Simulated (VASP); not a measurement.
# Bi: single point with r2SCAN

Bi:

```
CELL_PARAMETERS angstrom
2.26726 1.30900 4.11667
-2.26726 1.30900 4.11667
0.00000 -2.61800 4.11667
ATOMIC_POSITIONS crystal
Bi 0.23171 0.23171 0.23171
Bi 0.76829 0.76829 0.76829
```

- Program: VASP 6.6.1
- Task: single point
- Functional: r2SCAN
- Potentials or basis: VASP PAW PBE potentials, release 64 (Bi_d)
- Cutoff: 520 eV
- k mesh: 9 × 9 × 9
- Occupations: methfessel-paxton, width 1 eV
- Spin: no spin polarisation
- Dipole correction: no
- Further INCAR settings: ALGO = Normal; EDIFF = 1e-06; NBANDS = 22

```
Pressure      : -0.2 GPa
Largest force : 0.037 eV/Å
```

Forces in eV/Å, atoms in the order of the input:
```
Bi   0.000  0.000 -0.037
Bi   0.000  0.000  0.037
```

Stress tensor (GPa, compression positive):
```
-0.30  0.00  0.00
 0.00 -0.30  0.00
 0.00  0.00 -0.09
```

Levels at points of the mesh, in eV from the Fermi level:
```csv
k point,band 13,band 14,band 15,band 16,band 17,band 18
"(0.00, 0.00, 0.00)",-1.84,-1.32,-1.32,2.24,2.82,2.82
```

Wall time 3 min on 1 thread of Intel(R) Xeon(R) 6975P-C (Granite Rapids), on a shared host, peak memory 0.28 GiB.

Caveat: so wide a smearing shifts energies and pressures; the PAW data sets were made with another functional, which shifts forces and pressure a little; spin-orbit coupling is left out, which moves the levels of the heavy elements.
